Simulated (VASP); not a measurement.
# F (C2/c) in VASP: a series of runs

The runs below take F through single point, with PBEsol.

Everything below comes from runs of VASP 6.6.1. Logs are shortened: lines on timing, memory, paths and dates and some standing lists are left out, and cuts for length are marked.

**1. The cell of the first run**

The structure is monoclinic, space group C2/c (No. 15). Conventional cell: a = 6.031 Å, b = 3.577 Å, c = 6.788 Å, α = 90.00°, β = 96.65°, γ = 90.00°. F (site symmetry 1) has 1 F at 1.40 Å within 1.9 Å.

**2. Single point, PBEsol**

INCAR

```
PREC = Accurate
ENCUT = 1350
EDIFF = 1E-6
ISMEAR = 0
SIGMA = 0.02
LREAL = F
LASPH = T
NELM = 120
ALGO = Normal
ISIF = 2
LWAVE = F
LCHARG = F
GGA = PS
NBANDS = 22
GGA_COMPAT = F
```

KPOINTS

```
Automatic mesh
0
Gamma
  8 8 4
```

POSCAR

```
F
1.0
    3.0099985031     -1.7886620590      0.1836766108
    3.0099985031      1.7886620590      0.1836766108
   -1.1950650095      0.0000000000      6.6816981480
F
4
Direct
    0.9211024913      0.5858463638      0.0939992909
    0.4141536362      0.0788975087      0.4060007091
    0.0788975087      0.4141536362      0.9060007091
    0.5858463638      0.9211024913      0.5939992909
```

Potentials or basis: VASP PAW PBE potentials, release 64 (F_h).

Launch:

```console
$ cat potpaw_PBE.64/F_h/POTCAR > POTCAR
$ mpirun -np 1 vasp_std > vasp.out
```

OUTCAR:

```text
PREC = Accurate
   ENCUT = 1350
   EDIFF = 1E-6
   ISMEAR = 0
   LREAL = F
   LASPH = T
   NELM = 120
   ISIF = 2
   GGA = PS

 ion  position               nearest neighbor table
   1  0.921  0.586  0.094-   3 1.40
   2  0.414  0.079  0.406-   4 1.40
   3  0.079  0.414  0.906-   1 1.40
   4  0.586  0.921  0.594-   2 1.40

  LATTYP: Found a base centered monoclinic cell.
 ALAT       =     6.0311949350
 B/A-ratio  =     0.5931368753
 C/A-ratio  =     1.1254369128
 COS(beta)  =    -0.1157782656

  Lattice vectors:

 A1 = (   3.0099985031,  -1.7886620590,   0.1836766108)
 A2 = (   3.0099985031,   1.7886620590,   0.1836766108)
 A3 = (  -1.1950650095,   0.0000000000,   6.6816981480)

Analysis of symmetry for initial positions (statically):
=====================================================================
 Subroutine PRICEL returns:
 Original cell was already a primitive cell.

 Routine SETGRP: Setting up the symmetry group for a
 base centered monoclinic supercell.

 Subroutine GETGRP returns: Found  4 space group operations
 (whereof  2 operations were pure point group operations)
 out of a pool of  4 trial point group operations.

The static configuration has the point symmetry S_2 .
 The point group associated with its full space group is C_2h.

Analysis of symmetry for dynamics (positions and initial velocities):
=====================================================================
 Subroutine PRICEL returns:
 Original cell was already a primitive cell.

 Routine SETGRP: Setting up the symmetry group for a
 base centered monoclinic supercell.

 Subroutine GETGRP returns: Found  4 space group operations
 (whereof  2 operations were pure point group operations)
 out of a pool of  4 trial point group operations.

The dynamic configuration has the point symmetry S_2 .
 The point group associated with its full space group is C_2h.

 Subroutine INISYM returns: Found  4 space group operations
 (whereof  2 operations are pure point group operations),
 and found     1 'primitive' translations

----------------------------------------------------------------------------------------

                                     Primitive cell

  volume of cell :      72.7320

  direct lattice vectors                    reciprocal lattice vectors
     3.009998503 -1.788662059  0.183676611     0.164319621 -0.279538551  0.029389629
     3.009998503  1.788662059  0.183676611     0.164319621  0.279538551  0.029389629
    -1.195065009  0.000000000  6.681698148    -0.009034132  0.000000000  0.148046739

  length of vectors
     3.506157448  3.506157448  6.787729408     0.325586378  0.325586378  0.148322124

  position of ions in fractional coordinates (direct lattice)
     0.921102491  0.585846364  0.093999291
     0.414153636  0.078897509  0.406000709
     0.078897509  0.414153636  0.906000709
     0.585846364  0.921102491  0.593999291

  ion indices of the primitive-cell ions
   primitive index   ion index
                 1           1
                 2           2
                 3           3
                 4           4

----------------------------------------------------------------------------------------

 KPOINTS: Automatic mesh

Automatic generation of k-mesh.
 Grid dimensions read from file:
 generate k-points for:    8    8    4

 Generating k-lattice:

  Cartesian coordinates                     Fractional coordinates (reciprocal lattice)
     0.020539953 -0.034942319  0.003673704     0.125000000  0.000000000  0.000000000
     0.020539953  0.034942319  0.003673704     0.000000000  0.125000000  0.000000000
    -0.002258533  0.000000000  0.037011685    -0.000000000 -0.000000000  0.250000000

  Length of vectors
     0.040698297  0.040698297  0.037080531

  Shift w.r.t. Gamma in fractional coordinates (k-lattice)
     0.000000000  0.000000000  0.000000000

 Subroutine IBZKPT returns following result:
 ===========================================

 Found     78 irreducible k-points:

 Following reciprocal coordinates:
            Coordinates               Weight
  0.000000  0.000000  0.000000      1.000000
  0.125000 -0.000000 -0.000000      4.000000
  0.250000 -0.000000 -0.000000      4.000000
  0.375000 -0.000000 -0.000000      4.000000
  0.500000 -0.000000 -0.000000      2.000000
  0.125000  0.125000 -0.000000      2.000000
[... 16 lines left out ...]
  0.125000 -0.000000  0.250000      4.000000
  0.250000 -0.000000  0.250000      4.000000
 [... further k-points ...]
   k-points           NKPTS =     78   k-points in BZ     NKDIM =     78   number of bands    NBANDS=     22
   number of dos      NEDOS =    301   number of ions     NIONS =      4
   total plane-waves  NPLWV = 148176
   dimension x,y,z NGX =    42 NGY =   42 NGZ =   84
   dimension x,y,z NGXF=    84 NGYF=   84 NGZF=  168
   ions per type =               4
   NGX,Y,Z   is equivalent  to a cutoff of  19.91, 19.91, 20.57 a.u.
   NGXF,Y,Z  is equivalent  to a cutoff of  39.83, 39.83, 41.15 a.u.
 SYSTEM =  unknown system
   PREC   = accura    normal or accurate (medium, high low for compatibility)
   ISTART =      0    job   : 0-new  1-cont  2-samecut
   ICHARG =      2    charge: 1-file 2-atom 10-const
   ISPIN  =      1    spin polarized calculation?
   LNONCOLLINEAR =      F non collinear calculations
   LSORBIT =      F    spin-orbit coupling
   LASPH  =      T    aspherical Exc in radial PAW
   ENCUT  = 1350.0 eV  99.22 Ry    9.96 a.u.  10.50 10.50 20.34*2*pi/ulx,y,z
   NELM   =    120;   NELMIN=  2; NELMDL= -5     # of ELM steps
   EDIFF  = 0.1E-05   stopping-criterion for ELM
   LREAL  =      F    real-space projection
[... 7 lines left out ...]
   TEBEG  =    0.0;   TEEND  =   0.0 temperature during run
   PSTRESS=    0.0 pullay stress
   NELECT =      28.0000    total number of electrons
   NUPDOWN=      -1.0000    fix difference up-down
   EMIN   =  10.00;   EMAX   =-10.00  energy-range for DOS
   EFERMI =   0.00;   METHOD = LEGACY
   ISMEAR =     0;   SIGMA  =   0.02  broadening in eV -4-tet -1-fermi 0-gaus
   EFERMI_NEDOS =   21; number of points for ismear=-14 and -15
   IALGO  =     38    algorithm
   IMIX   =      4    mixing-type and parameters
     AMIX     =   0.40;   BMIX     =  1.00
     AMIX_MAG =   1.60;   BMIX_MAG =  1.00
  volume/ion in A,a.u.               =      18.18       122.70
  Fermi-wavevector in a.u.,A,eV,Ry     =   1.190928  2.250528 19.297281  1.418310
  Thomas-Fermi vector in A             =   2.327002
   LORBIT       =      0    0 simple, 1 ext, 2 COOP (PROOUT), +10 PAW based schemes
   GGA     = PS    functional components
   LHFCALC =     F    Hartree Fock is set to
   AEXX    =    0.0000 exact exchange contribution
   IVDW    =     0    specifies the selected vdW correction
   LEPSILON=     F    determine dielectric tensor
   LRPA    =     F    only Hartree local field effects (RPA)
 non-spin polarized calculation
 Gauss-broadening in eV      SIGMA  =   0.02
  energy-cutoff  :     1350.00
  volume of cell :       72.73
 maximum number of plane-waves:      8230
   NGX = 21   NGY = 21   NGZ = 41

 number of electron      28.0000001 magnetization

 Free energy of the ion-electron system (eV)
  ---------------------------------------------------
  ext. energy  EPLUGINS =         0.00000000
  ---------------------------------------------------
  free energy    TOTEN  =        -7.96962812 eV

  energy without entropy =       -7.96962812  energy(sigma->0) =       -7.96962812

 E-fermi :  -4.9915     XC(G=0):  -7.0031

 val. band max:       -5.1794162112   @ k =   0.5000   0.5000  -0.0000
 cond. band min:      -2.0116471089   @ k =   0.0000   0.0000   0.0000
 fundamental gap:      3.1677691023
 Fermi energy:        -4.9915152493

 k-point     1 :       0.0000    0.0000    0.0000
  band No.  band energies     occupation
      1     -30.1423      2.00000
      2     -30.0463      2.00000
      3     -23.6350      2.00000
      4     -23.3475      2.00000
      5     -11.8122      2.00000
      6     -11.1969      2.00000
[... 14 lines left out ...]
     21      14.8656      0.00000
     22      14.9591      0.00000

 k-point     2 :       0.1250   -0.0000   -0.0000
  band No.  band energies     occupation
      1     -30.1325      2.00000
      2     -30.0437      2.00000
      3     -23.6236      2.00000
      4     -23.3582      2.00000
      5     -11.7941      2.00000
      6     -11.2207      2.00000
[... 14 lines left out ...]
     21      13.7810      0.00000
     22      14.8062      0.00000

 k-point     3 :       0.2500   -0.0000   -0.0000
  band No.  band energies     occupation
      1     -30.1072      2.00000
      2     -30.0391      2.00000
      3     -23.5915      2.00000
      4     -23.3888      2.00000
      5     -11.7389      2.00000
      6     -11.2906      2.00000
[... 14 lines left out ...]
     21      12.7712      0.00000
     22      13.4193      0.00000

 k-point     4 :       0.3750   -0.0000   -0.0000
  band No.  band energies     occupation
      1     -30.0767      2.00000
      2     -30.0396      2.00000
      3     -23.5442      2.00000
      4     -23.4346      2.00000
      5     -11.6471      2.00000
      6     -11.3989      2.00000
[... 14 lines left out ...]
     21      11.2304      0.00000
     22      11.7366      0.00000

 k-point     5 :       0.5000   -0.0000   -0.0000
  band No.  band energies     occupation
      1     -30.0533      2.00000
      2     -30.0505      2.00000
      3     -23.4929      2.00000
      4     -23.4854      2.00000
      5     -11.5312      2.00000
      6     -11.5224      2.00000
[... 14 lines left out ...]
     21      10.1689      0.00000
     22      10.3371      0.00000

 k-point     6 :       0.1250    0.1250   -0.0000
  band No.  band energies     occupation
      1     -30.1354      2.00000
      2     -30.0415      2.00000
      3     -23.6283      2.00000
      4     -23.3474      2.00000
      5     -11.8006      2.00000
      6     -11.2008      2.00000
[... 14 lines left out ...]
     21      14.1362      0.00000
     22      14.3254      0.00000

 k-point     7 :       0.2500    0.1250   -0.0000
  band No.  band energies     occupation
      1     -30.1205      2.00000
      2     -30.0358      2.00000
      3     -23.6118      2.00000
      4     -23.3585      2.00000
      5     -11.7723      2.00000
      6     -11.2289      2.00000
[... 324 lines left out ...]
      6     -11.3249      2.00000
[... 14 lines left out ...]
     21      10.2997      0.00000
     22      11.3931      0.00000

 k-point    21 :       0.5000    0.5000   -0.0000
  band No.  band energies     occupation
      1     -30.0949      2.00000
      2     -30.0139      2.00000
      3     -23.5893      2.00000
      4     -23.3469      2.00000
      5     -11.7232      2.00000
      6     -11.2241      2.00000
[... 14 lines left out ...]
     21      10.2532      0.00000
     22      12.4495      0.00000

 k-point    22 :       0.0000    0.0000    0.2500
  band No.  band energies     occupation
      1     -30.1286      2.00000
      2     -30.0607      2.00000
      3     -23.5933      2.00000
      4     -23.3900      2.00000
      5     -11.7282      2.00000
      6     -11.2946      2.00000
[... 14 lines left out ...]
     21      15.0400      0.00000
     22      15.7045      0.00000

 k-point    23 :       0.1250   -0.0000    0.2500
  band No.  band energies     occupation
      1     -30.1191      2.00000
      2     -30.0577      2.00000
      3     -23.5833      2.00000
      4     -23.3992      2.00000
      5     -11.7113      2.00000
      6     -11.3129      2.00000
[... 14 lines left out ...]
     21      13.3299      0.00000
     22      14.4167      0.00000

 k-point    24 :       0.2500   -0.0000    0.2500
  band No.  band energies     occupation
      1     -30.0962      2.00000
      2     -30.0505      2.00000
      3     -23.5588      2.00000
      4     -23.4220      2.00000
      5     -11.6667      2.00000
      6     -11.3602      2.00000
[... 14 lines left out ...]
     21      12.2193      0.00000
     22      12.6128      0.00000

 [... further k-points ...]
[... 5 lines left out ...]
  --------------------------------------------------------------------------------------
  -------------------------------------------------------------------------------------
  Total       -0.2239949     -0.2113049     -0.1590992      0.0000000      0.0000000      0.0013838
  in kB       -4.9342699     -4.6547298     -3.5047156      0.0000000      0.0000000      0.0304831
  external PRESSURE =      -4.3645717 kB  Pullay stress =       0.0000000 kB

 VOLUME and BASIS-vectors are now :
 -----------------------------------------------------------------------------
  energy-cutoff  :     1350.00
  volume of cell :       72.73
      direct lattice vectors                 reciprocal lattice vectors
     3.009998503 -1.788662059  0.183676611     0.164319621 -0.279538551  0.029389629
     3.009998503  1.788662059  0.183676611     0.164319621  0.279538551  0.029389629
    -1.195065009  0.000000000  6.681698148    -0.009034132  0.000000000  0.148046739

 POSITION                                       TOTAL-FORCE (eV/Angst)
 -----------------------------------------------------------------------------------
      4.42358     -0.59966      0.90487        -0.003161      0.007039      0.016936
      0.99889     -0.59966      2.80334         0.003161      0.007039     -0.016936
      0.40135      0.59966      6.14419         0.003161     -0.007039     -0.016936
      3.82605      0.59966      4.24572        -0.003161     -0.007039      0.016936
 -----------------------------------------------------------------------------------
    total drift:                                0.000000      0.000000     -0.000000

  FREE ENERGIE OF THE ION-ELECTRON SYSTEM (eV)
  ---------------------------------------------------
  free  energy   TOTEN  =        -7.9696281190 eV

  energy  without entropy=       -7.9696281190  energy(sigma->0) =       -7.96962812
```

Run time: 6.3 min. Hardware: 1 thread of Intel Xeon Platinum 8259CL at 2.50GHz (Skylake/Cascade Lake), shared host; peak memory 0.62 GiB.

What came out:

```yaml
Free_energy: -7.9696 eV
Pressure: -0.4 GPa
Largest_force: 0.019 eV/Å
Band_gap_on_the_k_mesh: 3.17 eV (least direct gap 3.17 eV)
```

Forces in eV/Å, atoms in the order of the input:
```
F   -0.003  0.007  0.017
F    0.003  0.007 -0.017
F    0.003 -0.007 -0.017
F   -0.003 -0.007  0.017
```

Levels at points of the mesh, in eV from the valence-band top:
```csv
k point,band 11,band 12,band 13,band 14,band 15,band 16,band 17,band 18
"(0.00, 0.00, 0.00)",-0.34,-0.09,-0.06,-0.01,3.17,3.91,8.80,11.44
"(0.50, 0.00, 0.00)",-0.26,-0.22,-0.12,-0.08,3.61,3.62,12.75,12.78
"(0.50, 0.50, 0.00)",-0.46,-0.39,-0.08,0.00,3.33,3.87,12.44,13.77
"(0.00, 0.00, 0.50)",-0.21,-0.21,-0.05,-0.05,3.51,3.51,9.71,9.71
"(0.50, 0.00, 0.50)",-0.22,-0.20,-0.09,-0.04,3.58,3.60,13.23,13.28
"(0.50, 0.50, 0.50)",-0.26,-0.26,-0.21,-0.21,3.60,3.60,12.95,12.95
```

Caveat: this functional lacks dispersion, which holds the molecules together, so the pressure and a relaxed volume are unreliable; the PAW data sets were made with another functional, which shifts forces and pressure a little.

[end of part 1 of 2]
